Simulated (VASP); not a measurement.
Input of a VASP 6.6.1 run:

Contents of INCAR:

```
SYSTEM = Ir
  ALGO = Normal
  EDIFF = 1E-6
  ENCUT = 520
  GGA = CA
  ISIF = 2
  ISMEAR = -1
  LASPH = .True.
  LCHARG = .False.
  LREAL = .False.
  LWAVE = .False.
  NBANDS = 10
  NELM = 100
  PREC = Accurate
  SIGMA = 0.08
```

File KPOINTS:

```
k-points
0
Gamma
  18 18 16
  0 0 0
```

Contents of POSCAR:

```
Ir
1.0
    2.5022166557      0.0000000000      0.0000000000
   -1.2511083278      2.1669831896      0.0000000000
    0.0000000000      0.0000000000      2.4156173542
Ir
1
Direct
    0.0000000000      0.0000000000      0.0000000000
```

Potentials or basis: VASP PAW LDA potentials, release 64 (Ir).

Launch:

```bash
$ cat potpaw_LDA.64/Ir/POTCAR > POTCAR
$ mpirun -np 1 vasp_std > vasp.out
```

Q: Predict the band gap on the k mesh.

A: Zero (an odd number of electrons rules out a gap without spin polarisation).

Q: Estimate the pressure.

A: 71.3 GPa.

Stress tensor (GPa, compression positive):
```
71.78  0.00  0.00
 0.00 71.78  0.00
 0.00  0.00 70.38
```

Caveat: the cell stands under pressure; spin-orbit coupling is left out, which moves the levels of the heavy elements.
